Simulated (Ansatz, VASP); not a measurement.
# MgS: VASP beside Ansatz

```
Mg S
1.0
     0.00000    2.60165    2.60165
     2.60165    0.00000    2.60165
     2.60165    2.60165    0.00000
Mg S
1 1
Cartesian
  0.0000 0.0000 0.0000
  2.6017 2.6017 2.6017
```

Alike in both runs: task single point; functional PBE; dispersion D4; k mesh 8 × 8 × 8; occupations gaussian, width 0.05 eV; no spin polarisation.

|  | VASP | Ansatz |
| --- | --- | --- |
| version | VASP 6.6.1 | Ansatz 0.2.0 |
| potentials or method | VASP PAW PBE potentials, release 64 (Mg, S), cutoff 600 eV | scalar-relativistic, plane waves, PAW |
| valence electrons in the cell | 8 | 16 |

Ansatz gave:

| Item | Value |
| --- | --- |
| gap on the k mesh at the Fermi level (eV) | 2.79 |
| pressure (GPa) | -1.4 |

Task: Estimate VASP's values.

Result: gap on the k mesh at the Fermi level (eV): 2.78; pressure (GPa): -1.7.

VASP's potentials hold 8 valence electrons a cell and Ansatz's 16, so a difference there can come from the potentials and not from the codes.
